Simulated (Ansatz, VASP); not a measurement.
Mg5Se in VASP and in Ansatz

```
Mg Se
1.0
     3.61342    0.00000    0.00000
    -1.80671    3.12931    0.00000
     0.00000    0.00000   12.91763
Mg Se
5 1
Direct
  0.66667 0.33333 0.87158
  0.33333 0.66667 0.12842
  0.33333 0.66667 0.68342
  0.00000 0.00000 0.50000
  0.66667 0.33333 0.31658
  0.00000 0.00000 0.00000
```

Alike in both runs: task relaxation of cell and atoms; functional PBE; k mesh 12 × 12 × 4; occupations gaussian, width 0.1 eV; no spin polarisation.

|  | VASP | Ansatz |
| --- | --- | --- |
| version | VASP 6.6.1 | Ansatz 0.2.0 |
| potentials or method | VASP PAW PBE potentials, release 64 (Mg, Se), cutoff 600 eV | scalar-relativistic, plane waves, PAW |
| valence electrons in the cell | 16 | 66 |

```tsv
	VASP	Ansatz	Ansatz less VASP
gap on the k mesh at the Fermi level, each at its own relaxed structure (eV)	none	none	-
relaxed volume (Å³/atom)	24.39	24.45	+0.060
relaxed length of the cell vector where the two differ most in proportion (Å)	13.233	13.247	+0.0140
```

A gap of «none» marks a metal or a gap that the smearing closes. VASP's potentials hold 16 valence electrons a cell and Ansatz's 66, so a difference there can come from the potentials and not from the codes.
